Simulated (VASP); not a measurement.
Wanted: the native input for a VASP 6.6.1 run.

```
Task                   : single point
Functional             : revPBE
Dispersion             : D3(BJ)
Potentials or basis    : VASP PAW PBE potentials, release 64 (Zn, Se)
Cutoff                 : 520 eV
k mesh                 : 7 × 7 × 7
Occupations            : gaussian, width 0.01 eV
Spin                   : no spin polarisation
Dipole correction      : no
Further INCAR settings : ALGO = Normal; EDIFF = 1e-07; NBANDS = 16
```

The structure of ZnSe (Stilleite) lies in POSCAR:

```
ZnSe
1.0
    0.0000000000      2.8135688779      2.8135688779
    2.8135688779      0.0000000000      2.8135688779
    2.8135688779      2.8135688779      0.0000000000
Zn Se
1 1
Direct
    0.0000000000      0.0000000000      0.0000000000
    0.2500000000      0.2500000000      0.2500000000
```

The input as run:

INCAR

```
SYSTEM = ZnSe
PREC     = Accurate       ! precision mode
ENCUT    = 520            ! plane-wave cutoff, eV
EDIFF    = 1E-7           ! SCF threshold, eV
ISMEAR   = 0              ! smearing method
SIGMA    = 0.01           ! smearing width, eV
LREAL    = .False.        ! projectors in reciprocal space
LASPH    = .True.         ! aspherical terms in the spheres
NELM     = 60             ! most SCF steps
ALGO     = Normal         ! electronic algorithm
ISIF     = 2              ! what is computed and relaxed
LWAVE    = .False.        ! write WAVECAR
LCHARG   = .False.        ! write CHGCAR
GGA      = RE             ! functional
IVDW     = 12             ! dispersion correction
NBANDS   = 16             ! bands
```

KPOINTS

```
Automatic mesh
0
Gamma
  7 7 7
  0 0 0
```

Potentials or basis: VASP PAW PBE potentials, release 64 (Zn, Se).

Command:

```console
$ cat potpaw_PBE.64/Zn/POTCAR potpaw_PBE.64/Se/POTCAR > POTCAR
$ mpirun -np 1 vasp_std > vasp.out
```

It gave:

```yaml
Pressure: 0.3 GPa
Band_gap_on_the_k_mesh: 1.50 eV, direct
Dispersion_energy_per_atom: -0.642 eV
```

Caveat: the PAW data sets were made with another functional, which shifts forces and pressure a little.

Run time: 20 s on 1 thread of Intel(R) Xeon(R) 6975P-C (Granite Rapids) (shared host), peak memory 0.17 GiB.
